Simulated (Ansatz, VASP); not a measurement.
One calculation of BAs, two programs

```
CELL_PARAMETERS angstrom
3.37785 0.00000 0.00000
1.68892 2.92530 0.00000
1.68892 0.97510 2.75800
ATOMIC_POSITIONS crystal
B 0.00000 0.00000 0.00000
As 0.25000 0.25000 0.25000
```

Alike in both runs: task single point; functional PBE; k mesh 6 × 6 × 6; no spin polarisation.

|  | VASP | Ansatz |
| --- | --- | --- |
| version | VASP 6.6.1 | Ansatz 0.2.0 |
| potentials or method | VASP PAW PBE potentials, release 64 (B, As), cutoff 520 eV | plane waves, PAW |
| occupations | gaussian, width 0.01 eV | fixed |
| valence electrons in the cell | 8 | 18 |

VASP gave:

```
gap on the k mesh at the Fermi level (eV) : 1.27
```

Task: Which values does Ansatz return?

Result: gap on the k mesh at the Fermi level (eV): 1.28.

VASP's potentials hold 8 valence electrons a cell and Ansatz's 18, so a difference there can come from the potentials and not from the codes.
